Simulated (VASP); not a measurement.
Here is a VASP 6.6.1 calculation.

The input INCAR:

```
SYSTEM = Mn
  PREC = Accurate
  ENCUT = 520
  EDIFF = 1E-6
  ISMEAR = -1
  SIGMA = 0.05
  LREAL = .False.
  LASPH = .True.
  NELM = 150
  ALGO = Normal
  ISIF = 2
  LWAVE = .False.
  LCHARG = .False.
  ISPIN = 2
  MAGMOM = 0.7 -0.7
  LORBIT = 11
  LMAXMIX = 4
  GGA = RE
  NBANDS = 24
```

File KPOINTS:

```
Automatic mesh
0
Gamma
  16 16 9
  0 0 0
```

File POSCAR:

```
Mn
1.0
    2.3948405560      0.0000000000      0.0000000000
   -1.1974202780      2.0739927596      0.0000000000
    0.0000000000      0.0000000000      3.8881853679
Mn
2
Direct
    0.3333333333      0.6666666667      0.2500000000
    0.6666666667      0.3333333333      0.7500000000
```

Potentials or basis: VASP PAW PBE potentials, release 64 (Mn_pv).

Run with:

```sh
$ cat potpaw_PBE.64/Mn_pv/POTCAR > POTCAR
$ mpirun -np 1 vasp_std > vasp.out
```

(1) Estimate the band gap on the k mesh.

(2) Estimate the pressure.

(3) Estimate the net moment.

## Answers

(1) zero (filled and empty bands overlap).

(2) 41.2 GPa.

(3) 0.00 μB per cell.

Caveat: the PAW data sets were made with another functional, which shifts forces and pressure a little.
